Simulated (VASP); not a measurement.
# MgO (Fm-3m) in VASP: further runs

MgO is run at these levels: PBE; tasks: vibrations by perturbation theory.

All numbers are computed with VASP 6.6.1; they aren't measurements. Logs are shortened: lines on timing, memory, paths and dates and some standing lists are left out, and cuts for length are marked.

### Step 1. The cell of the first run

Symmetry: Fm-3m, No. 225, cubic system. Conventional cell: a = 4.075 Å, b = 4.075 Å, c = 4.075 Å, α = 90.00°, β = 90.00°, γ = 90.00°. Mg (site symmetry m-3m) has 6 O at 2.04 Å within 2.7 Å. O (site symmetry m-3m) has 6 Mg at 2.04 Å within 2.7 Å.

### Step 2. Vibrations by perturbation theory, PBE

INCAR reads:

```
SYSTEM = MgO
PREC     = Accurate       ! precision mode
ENCUT    = 520            ! plane-wave cutoff, eV
EDIFF    = 1E-8           ! SCF threshold, eV
ISMEAR   = 0              ! smearing method
SIGMA    = 0.01           ! smearing width, eV
LREAL    = .False.        ! projectors in reciprocal space
LASPH    = .True.         ! aspherical terms in the spheres
NELM     = 100            ! most SCF steps
ALGO     = Normal         ! electronic algorithm
ISIF     = 2              ! what is computed and relaxed
LWAVE    = .False.        ! write WAVECAR
LCHARG   = .False.        ! write CHGCAR
GGA      = PE             ! functional
NBANDS   = 11             ! bands
IBRION   = 8              ! ionic algorithm
NSW      = 1              ! ionic steps
LEPSILON = .True.         ! dielectric tensor by DFPT
```

KPOINTS reads:

```
Automatic mesh
0
Gamma
  10 10 10
  0 0 0
```

POSCAR reads:

```
MgO
1.0
    0.0000000000      2.0375844265      2.0375844265
    2.0375844265      0.0000000000      2.0375844265
    2.0375844265      2.0375844265      0.0000000000
Mg O
1 1
Direct
    0.0000000000      0.0000000000      0.0000000000
    0.5000000000      0.5000000000      0.5000000000
```

Potentials or basis: VASP PAW PBE potentials, release 64 (Mg, O).

Started as:

```bash
cat potpaw_PBE.64/Mg/POTCAR potpaw_PBE.64/O/POTCAR > POTCAR
mpirun -np 1 vasp_std > vasp.out
```

OUTCAR:

```text
SYSTEM = MgO
   PREC = Accurate
   ENCUT = 520
   EDIFF = 1E-8
   ISMEAR = 0
   LREAL = .False.
   LASPH = .True.
   NELM = 100
   ISIF = 2
   GGA = PE
   IBRION = 8
   NSW = 1
   LEPSILON = .True.

 ion  position               nearest neighbor table
   1  0.000  0.000  0.000-   2 2.04   2 2.04   2 2.04   2 2.04   2 2.04   2 2.04
   2  0.500  0.500  0.500-   1 2.04   1 2.04   1 2.04   1 2.04   1 2.04   1 2.04

  LATTYP: Found a face centered cubic cell.
 ALAT       =     4.0751688530

  Lattice vectors:

 A1 = (   0.0000000000,   2.0375844265,   2.0375844265)
 A2 = (   2.0375844265,   0.0000000000,   2.0375844265)
 A3 = (   2.0375844265,   2.0375844265,   0.0000000000)

Analysis of symmetry for initial positions (statically):
=====================================================================
 Subroutine PRICEL returns:
 Original cell was already a primitive cell.

 Routine SETGRP: Setting up the symmetry group for a
 face centered cubic supercell.

 Subroutine GETGRP returns: Found 48 space group operations
 (whereof 48 operations were pure point group operations)
 out of a pool of 48 trial point group operations.

The static configuration has the point symmetry O_h .

Analysis of symmetry for dynamics (positions and initial velocities):
=====================================================================
 Subroutine PRICEL returns:
 Original cell was already a primitive cell.

 Routine SETGRP: Setting up the symmetry group for a
 face centered cubic supercell.

 Subroutine GETGRP returns: Found 48 space group operations
 (whereof 48 operations were pure point group operations)
 out of a pool of 48 trial point group operations.

The dynamic configuration has the point symmetry O_h .

 Subroutine INISYM returns: Found 48 space group operations
 (whereof 48 operations are pure point group operations),
 and found     1 'primitive' translations

----------------------------------------------------------------------------------------

                                     Primitive cell

  volume of cell :      16.9191

  direct lattice vectors                    reciprocal lattice vectors
     0.000000000  2.037584427  2.037584427    -0.245388605  0.245388605  0.245388605
     2.037584427  0.000000000  2.037584427     0.245388605 -0.245388605  0.245388605
     2.037584427  2.037584427  0.000000000     0.245388605  0.245388605 -0.245388605

  length of vectors
     2.881579530  2.881579530  2.881579530     0.425025531  0.425025531  0.425025531

  position of ions in fractional coordinates (direct lattice)
     0.000000000  0.000000000  0.000000000
     0.500000000  0.500000000  0.500000000

  ion indices of the primitive-cell ions
   primitive index   ion index
                 1           1
                 2           2

----------------------------------------------------------------------------------------

 KPOINTS: Automatic mesh

Automatic generation of k-mesh.
 Grid dimensions read from file:
 generate k-points for:   10   10   10

 Generating k-lattice:

[... 485 lines left out ...]

 Free energy of the ion-electron system (eV)
  ---------------------------------------------------
  ---------------------------------------------------
  free energy    TOTEN  =        -0.10416804 eV

  energy without entropy =       -0.10416804

------------------------ aborting loop because EDIFF is reached ----------------------------------------

--------------------------------------- Ionic step        2  -------------------------------------------

------------------------ aborting loop because EDIFF is reached ----------------------------------------

--------------------------------------- Ionic step        3  -------------------------------------------

------------------------ aborting loop because EDIFF is reached ----------------------------------------

 PIEZOELECTRIC TENSOR FIELD DIRECTION 3  (e Angst)
 -----------------------------------------------------------------------------
    -0.00014  0.00000 -0.00000           ( -0.00001  0.00000 -0.00000)
     0.00000 -0.00014 -0.00000           (  0.00000 -0.00001  0.00000)
    -0.00000 -0.00000 -0.00016           ( -0.00000  0.00000 -0.00001)

 PIEZOELECTRIC TENSOR FIELD DIRECTION 3  (C/m^2)
 -----------------------------------------------------------------------------
    -0.00014  0.00000 -0.00000
     0.00000 -0.00014 -0.00000
    -0.00000 -0.00000 -0.00016

--------------------------------------- Ionic step        4  -------------------------------------------

------------------------ aborting loop because EDIFF is reached ----------------------------------------

[... ionic steps 5 to 6 ...]

--------------------------------------- Ionic step        7  -------------------------------------------

 Free energy of the ion-electron system (eV)
  ---------------------------------------------------
  ---------------------------------------------------
  free energy    TOTEN  =        -0.35986057 eV

  energy without entropy =       -0.35986057

------------------------ aborting loop because EDIFF is reached ----------------------------------------

 INTERNAL STRAIN TENSOR  FOR ION    2  DIRECTION 1   (eV/Angst):
 -----------------------------------------------------------------------------
    -0.00478  0.00000 -0.00000
     0.00000  0.00693  0.00000
    -0.00000  0.00000  0.00693

 MACROSCOPIC STATIC DIELECTRIC TENSOR (including local field effects in DFT)
 ------------------------------------------------------
           3.024660     0.000000     0.000000
           0.000000     3.024660    -0.000000
           0.000000     0.000000     3.024660
 ------------------------------------------------------

 PIEZOELECTRIC TENSOR (including local field effects)  for field in x, y, z        (e  Angst)
          XX          YY          ZZ          XY          YZ          ZX
  --------------------------------------------------------------------------------
  x     0.00000     0.00000     0.00000     0.00000     0.00000     0.00000
  y     0.00000     0.00000     0.00000     0.00000     0.00000     0.00000
  z     0.00000     0.00000     0.00000     0.00000     0.00000     0.00000

 PIEZOELECTRIC TENSOR (including local field effects)  for field in x, y, z        (C/m^2)
          XX          YY          ZZ          XY          YZ          ZX
  --------------------------------------------------------------------------------
  x     0.00000     0.00000     0.00000     0.00000     0.00000     0.00000
  y     0.00000     0.00000     0.00000     0.00000     0.00000     0.00000
  z     0.00000     0.00000     0.00000     0.00000     0.00000     0.00000

 BORN EFFECTIVE CHARGES (including local field effects) (in |e|, cummulative output)
 ---------------------------------------------------------------------------------
 ion    1
    1     1.92927    -0.00000    -0.00000
    2     0.00000     1.92927     0.00000
    3     0.00000    -0.00000     1.92927
 ion    2
    1    -1.92927     0.00000     0.00000
    2    -0.00000    -1.92927     0.00000
    3     0.00000     0.00000    -1.92927

 INTERNAL STRAIN TENSOR FOR ION    2 for displacements in x,y,z  (eV/Angst):
          X           Y           Z          XY          YZ          ZX
  --------------------------------------------------------------------------------
  x     0.00000     0.00000     0.00000     0.00000     0.00000     0.00000
  y     0.00000     0.00000     0.00000     0.00000     0.00000     0.00000
  z     0.00000     0.00000     0.00000     0.00000     0.00000     0.00000

 SECOND DERIVATIVES (NOT SYMMETRIZED)
 ------------------------------------
               1X          1Y          1Z          2X          2Y          2Z
  1X    -8.527580    0.000000    0.000000    8.527580    0.000000    0.000000
  1Y     0.000000   -8.527580    0.000000    0.000000    8.527580    0.000000
  1Z     0.000000    0.000000   -8.527580    0.000000    0.000000    8.527580
  2X     8.524494    0.000000    0.000000   -8.524494    0.000000    0.000000
  2Y     0.000000    8.524494    0.000000    0.000000   -8.524494    0.000000
  2Z     0.000000    0.000000    8.524494    0.000000    0.000000   -8.524494

 Eigenvectors and eigenvalues of the dynamical matrix
 ----------------------------------------------------

   1 f  =   14.695620 THz    92.335301 2PiTHz  490.193103 cm-1    60.776172 meV
             X         Y         Z           dx          dy          dz
      0.000000  0.000000  0.000000     0.000000    0.630127    0.000000
      2.037584  2.037584  2.037584     0.000000   -0.776492    0.000000
[... 21 lines left out ...]
   6 f/i=    0.001301 THz     0.008176 2PiTHz    0.043404 cm-1     0.005381 meV
             X         Y         Z           dx          dy          dz
      0.000000  0.000000  0.000000     0.000000    0.000000    0.776492
      2.037584  2.037584  2.037584     0.000000    0.000000    0.630127

--------------------------------------------------------------------------------------------------------

 MACROSCOPIC STATIC DIELECTRIC TENSOR IONIC CONTRIBUTION
 ------------------------------------------------------
           4.669052    -0.000000    -0.000000
          -0.000000     4.669052    -0.000000
          -0.000000    -0.000000     4.669052
 ------------------------------------------------------

 ELASTIC MODULI CONTR FROM IONIC RELAXATION (kBar)
 Direction    XX          YY          ZZ          XY          YZ          ZX
 --------------------------------------------------------------------------------
 XX           0.0000      0.0000      0.0000      0.0000      0.0000      0.0000
 YY           0.0000      0.0000      0.0000      0.0000      0.0000      0.0000
 ZZ           0.0000      0.0000      0.0000      0.0000      0.0000      0.0000
 XY           0.0000      0.0000      0.0000      0.0000      0.0000      0.0000
 YZ           0.0000      0.0000      0.0000      0.0000      0.0000      0.0000
 ZX           0.0000      0.0000      0.0000      0.0000      0.0000      0.0000
 --------------------------------------------------------------------------------

 PIEZOELECTRIC TENSOR IONIC CONTR  for field in x, y, z        (C/m^2)
          XX          YY          ZZ          XY          YZ          ZX
  --------------------------------------------------------------------------------
  x     0.00000     0.00000     0.00000     0.00000     0.00000     0.00000
  y     0.00000     0.00000     0.00000     0.00000     0.00000     0.00000
  z     0.00000     0.00000     0.00000     0.00000     0.00000     0.00000
```

It took 6.5 min on 1 thread of AMD EPYC 7R13, shared host; peak memory 0.16 GiB.

Results:

```
Electronic dielectric tensor (diagonal)                 : 3.02
Born charges (mean of the diagonal)                     : Mg +1.93; O -1.93 e
Highest phonon frequency at Γ, LO-TO splitting left out : 490 cm⁻¹
```

Phonon frequencies in cm⁻¹ (negative: imaginary):
| q point | frequencies |
| --- | --- |
| (0.000, 0.000, 0.000) | 0 0 0 490 490 490 |

Electronic dielectric tensor:
```
3.02 0.00 0.00
0.00 3.02 0.00
0.00 0.00 3.02
```

Born effective charge tensors (e):
atom 1, Mg
```
1.93 0.00 0.00
0.00 1.93 0.00
0.00 0.00 1.93
```
atom 2, O
```
-1.93  0.00  0.00
 0.00 -1.93  0.00
 0.00  0.00 -1.93
```

Caveat: the cell wasn't relaxed at this level first, which shifts response properties.

### Step 3. Vibrations by perturbation theory, PBE

This run uses another cell than the first one, of 9.50 Å³/atom, 1.123 times its volume.

INCAR reads:

```
  PREC = Accurate
  ENCUT = 520
  EDIFF = 1E-8
  ISMEAR = 0
  SIGMA = 0.01
  LREAL = F
  LASPH = T
  NELM = 100
  ALGO = Normal
  ISIF = 2
  LWAVE = F
  LCHARG = F
  GGA = PE
  IBRION = 8
  NSW = 1
  LEPSILON = T
```

KPOINTS reads:

```
Automatic mesh
0
Gamma
  10 10 10
```

POSCAR reads:

```
MgO
1.0
    0.0000000000      2.1176575482      2.1176575482
    2.1176575482      0.0000000000      2.1176575482
    2.1176575482      2.1176575482      0.0000000000
Mg O
1 1
Direct
    0.0000000000      0.0000000000      0.0000000000
    0.5000000000      0.5000000000      0.5000000000
```

Potentials or basis: VASP PAW PBE potentials, release 64 (Mg, O).

Started as:

```bash
cat potpaw_PBE.64/Mg/POTCAR potpaw_PBE.64/O/POTCAR > POTCAR
mpirun -np 1 vasp_std > vasp.out
```

OUTCAR:

```text
PREC = Accurate
   ENCUT = 520
   EDIFF = 1E-8
   ISMEAR = 0
   LREAL = F
   LASPH = T
   NELM = 100
   ISIF = 2
   GGA = PE
   IBRION = 8
   NSW = 1
   LEPSILON = T

 ion  position               nearest neighbor table
   1  0.000  0.000  0.000-   2 2.12   2 2.12   2 2.12   2 2.12   2 2.12   2 2.12
   2  0.500  0.500  0.500-   1 2.12   1 2.12   1 2.12   1 2.12   1 2.12   1 2.12

  LATTYP: Found a face centered cubic cell.
[... 594 lines left out ...]
      2.117658  2.117658  2.117658     0.000000   -0.777076    0.000000
[... 21 lines left out ...]
   6 f/i=    0.009556 THz     0.060042 2PiTHz    0.318751 cm-1     0.039520 meV
             X         Y         Z           dx          dy          dz
      0.000000  0.000000  0.000000     0.000000    0.000000    0.777076
      2.117658  2.117658  2.117658     0.000000    0.000000    0.629406

--------------------------------------------------------------------------------------------------------

 MACROSCOPIC STATIC DIELECTRIC TENSOR IONIC CONTRIBUTION
 ------------------------------------------------------
           7.264524     0.000000     0.000000
           0.000000     7.264524     0.000000
           0.000000     0.000000     7.264524
 ------------------------------------------------------

 ELASTIC MODULI CONTR FROM IONIC RELAXATION (kBar)
 Direction    XX          YY          ZZ          XY          YZ          ZX
 --------------------------------------------------------------------------------
 XX           0.0000      0.0000      0.0000      0.0000      0.0000      0.0000
 YY           0.0000      0.0000      0.0000      0.0000      0.0000      0.0000
 ZZ           0.0000      0.0000      0.0000      0.0000      0.0000      0.0000
 XY           0.0000      0.0000      0.0000      0.0000      0.0000      0.0000
 YZ           0.0000      0.0000      0.0000      0.0000      0.0000      0.0000
 ZX           0.0000      0.0000      0.0000      0.0000      0.0000      0.0000
 --------------------------------------------------------------------------------

 PIEZOELECTRIC TENSOR IONIC CONTR  for field in x, y, z        (C/m^2)
          XX          YY          ZZ          XY          YZ          ZX
  --------------------------------------------------------------------------------
  x     0.00000     0.00000     0.00000     0.00000     0.00000     0.00000
  y     0.00000     0.00000     0.00000     0.00000     0.00000     0.00000
  z     0.00000     0.00000     0.00000     0.00000     0.00000     0.00000
```

stdout:

```text
POSCAR found type information on POSCAR MgO
 POSCAR found :  2 types and       2 ions
 scaLAPACK will be used
 LDA part: xc-table for (Slater+PW92), standard interpolation
 POSCAR, INCAR and KPOINTS ok, starting setup
 FFT: planning ... GRIDC
 FFT: planning ... GRID_SOFT
 FFT: planning ... GRID
 WAVECAR not read
 entering main loop
[... 23 lines left out ...]
  Direction:   3
 dielectric tensor                  component  3 :     0.037     0.236     3.153
 Linear response DOF=           2
 Linear response progress:
 first order change of Fermi-energy   0.43840E-04
 force on displaced ion       1 direction 1 :  -5.112   0.000   0.000
 Born effective charge ion    1 direction 1 :   1.976   0.000   0.000
 Linear response progress:
 first order change of Fermi-energy   0.12138E-02
 force on displaced ion       2 direction 1 :  -5.130   0.000   0.000
 Born effective charge ion    2 direction 1 :  -1.976   0.000   0.000
 Born effective charges drift removed
 Linear response finished
```

Run time: 2.4 min. Hardware: 1 thread of Intel Xeon Platinum 8259CL at 2.50GHz (Skylake/Cascade Lake), shared host; peak memory 0.18 GiB.

Results:

- Electronic dielectric tensor (diagonal): 3.15
- Born charges (mean of the diagonal): Mg +1.98; O -1.98 e
- Highest phonon frequency at Γ, LO-TO splitting left out: 380 cm⁻¹

Phonon frequencies in cm⁻¹ (negative: imaginary):
| q point | frequencies |
| --- | --- |
| (0.000, 0.000, 0.000) | 0 0 0 380 380 380 |

Electronic dielectric tensor:
```
3.15 0.00 0.00
0.00 3.15 0.00
0.00 0.00 3.15
```

Born effective charge tensors (e):
atom 1, Mg
```
1.98 0.00 0.00
0.00 1.98 0.00
0.00 0.00 1.98
```
atom 2, O
```
-1.98  0.00  0.00
 0.00 -1.98  0.00
 0.00  0.00 -1.98
```

Caveat: the cell wasn't relaxed at this level first, which shifts response properties.
